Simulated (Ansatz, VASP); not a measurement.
## TiAl in VASP and in Ansatz

File POSCAR:

```
TiAl
1.0
    2.8685970537      0.0000000000      0.0000000000
   -1.4342985268      2.4842779217      0.0000000000
    0.0000000000      0.0000000000      5.0045769741
Ti Al
1 1
Direct
    0.0000000000      0.0000000000      0.0000000000
    0.3333333333      0.6666666667      0.5000000000
```

The input INCAR.step1:

```
  PREC = Accurate
  ENCUT = 520
  ISMEAR = 0
  SIGMA = 0.15
  LREAL = False
  LASPH = True
  NELM = 100
  NBANDS = 14
  GGA = PE
  ALGO = Normal
  EDIFF = 1E-4
  LWAVE = True
  LCHARG = False
```

INCAR.step2

```
  PREC = Accurate
  ENCUT = 520
  EDIFF = 1E-7
  ISMEAR = 0
  SIGMA = 0.15
  LREAL = False
  LASPH = True
  NELM = 100
  ALGO = Normal
  ISIF = 2
  LWAVE = False
  LCHARG = False
  METAGGA = R2SCAN
  LMIXTAU = True
  NBANDS = 14
  ISTART = 1
```

The input KPOINTS:

```
Automatic mesh
0
Gamma
  24 24 14
```

Input for Ansatz:

```yaml
crystal:
  lattice:
    - [2.8685970537, 0.0, 0.0]
    - [-1.4342985268, 2.4842779217, 0.0]
    - [0.0, 0.0, 5.0045769741]
  atoms:
    - { symbol: Ti, position: [0.0, 0.0, 0.0] }
    - { symbol: Al, position: [0.3333333333, 0.6666666667, 0.5] }
basis:
  ecutwfc: 500
kpoints:
  mp_grid: { grid: [24, 24, 14] }
hamiltonian:
  xc: r2scan
scf:
  occupations: { method: gaussian, width: 0.15 }
output:
  forces: true
  stress: true
  eigenvalues: true
  write_density: true
  write_potential: true
  elf: true
  volumetric_format: npy
```

Change from the starting cell: strain +0.000 along x and y, +0.080 along z, atoms carried along.

Alike in both runs: task single point; functional r2SCAN; k mesh 24 × 24 × 14; occupations gaussian, width 0.15 eV; no spin polarisation.

|  | VASP | Ansatz |
| --- | --- | --- |
| version | VASP 6.6.1 | Ansatz 0.2.0 |
| potentials or method | VASP PAW PBE potentials, release 64 (Ti_sv, Al), cutoff 520 eV | scalar-relativistic, plane waves, PAW |
| valence electrons in the cell | 15 | 15 |

|  | VASP | Ansatz | Ansatz less VASP |
| --- | --- | --- | --- |
| gap on the k mesh at the Fermi level (eV) | none | none | - |
| pressure (GPa) | -7.7 | -7.8 | -0.05 |
| traceless stress, the component that is largest in VASP (GPa) | -7.86 | -7.86 | -0.007 |

VASP's potentials were made for PBE, not for r2SCAN. A gap of «none» marks a metal or a gap that the smearing closes.
